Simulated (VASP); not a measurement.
C:

```
C
1.0
     0.00000    1.77140    1.77140
     1.77140    0.00000    1.77140
     1.77140    1.77140    0.00000
C
2
Direct
  0.75000 0.75000 0.75000
  0.50000 0.50000 0.50000
```

Program: VASP 6.6.1. Alike in all runs: task single point; potentials or basis VASP PAW PBE potentials, release 64 (C); no spin polarisation; cell as given; cutoff (eV) 520; smearing fermi-dirac 0.05 eV.

Q: Order these runs on this cell by their band gap on the k mesh, lowest first.
A. level r2SCAN; k mesh 13 × 13 × 13
B. level B3LYP; k mesh 7 × 7 × 7; grid for exact exchange (PRECFOCK) Normal
C. level revPBE; k mesh 13 × 13 × 13

A: C (4.18 eV), A (4.38 eV), B (6.21 eV).

Caveats: some runs use coarse meshes.

A k mesh can miss the band edges.
